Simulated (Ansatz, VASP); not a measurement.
**One calculation of SiW4, two programs**

```
Si W
1.0
    -2.82642    2.82642    2.82642
     2.82642   -2.82642    2.82642
     2.82642    2.82642   -2.82642
Si W
1 4
Direct
  0.00000 0.00000 0.00000
  0.50000 0.50000 0.50000
  0.50000 0.00000 0.00000
  0.00000 0.00000 0.50000
  0.00000 0.50000 0.00000
```

Change from the starting cell: species swapped into the Hg4Pt type (Im-3m, No. 229).

Alike in both runs: functional PBE; k mesh 10 × 10 × 10; occupations gaussian, width 0.1 eV; no spin polarisation.

Ansatz relaxed the structure, and its values are those at the end. VASP's run is a single point on that final structure, the one shown.

|  | VASP | Ansatz |
| --- | --- | --- |
| version | VASP 6.6.1 | Ansatz 0.2.0 |
| potentials or method | VASP PAW PBE potentials, release 64 (Si, W_sv), cutoff 520 eV | scalar-relativistic, plane waves, PAW |
| valence electrons in the cell | 60 | 60 |

|  | VASP | Ansatz | Ansatz less VASP |
| --- | --- | --- | --- |
| gap on the k mesh at the Fermi level (eV) | none | none | - |
| pressure (GPa) | 0.2 | 0.0 | -0.19 |

A gap of «none» marks a metal or a gap that the smearing closes. With one functional, cell and mesh, what is left measures potentials, basis and numerics.

Spin-orbit coupling is off throughout.
